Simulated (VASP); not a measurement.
Input of a VASP 6.6.1 run:

The input INCAR:

```
SYSTEM = Sr
ALGO = Fast
EDIFF = 1E-7
EDIFFG = -0.01
ENCUT = 600
GGA = PE
IBRION = 2
ISIF = 4
ISMEAR = 0
LASPH = .TRUE.
LCHARG = .FALSE.
LREAL = .FALSE.
LWAVE = .FALSE.
NELM = 60
NSW = 50
PREC = Accurate
SIGMA = 0.1
```

KPOINTS

```
k-points
0
G
  12 12 6
  0 0 0
```

The input POSCAR:

```
Sr
1.0
    4.1356781070      0.0000000000      0.0000000000
   -2.0678390535      3.5816023025      0.0000000000
    0.0000000000      0.0000000000      6.7962656717
Sr
2
Direct
    0.3333333333      0.6666666667      0.2500000000
    0.6666666667      0.3333333333      0.7500000000
```

Potentials or basis: VASP PAW PBE potentials, release 64 (Sr_sv).

Run with:

```console
$ cat potpaw_PBE.64/Sr_sv/POTCAR > POTCAR
$ mpirun -np 1 vasp_std > vasp.out
```

Task: What does it give for the band gap on the k mesh?

Result: Zero (bands 10 and 11 overlap by 0.20 eV).

Final structure:
```xyz
2
Lattice="4.1357 0.0000 0.0000 -2.0678 3.5816 0.0000 0.0000 0.0000 6.7963" Properties=species:S:1:pos:R:3 pbc="T T T"
Sr    0.0000    2.3877    1.6991
Sr    2.0678    1.1939    5.0972
```
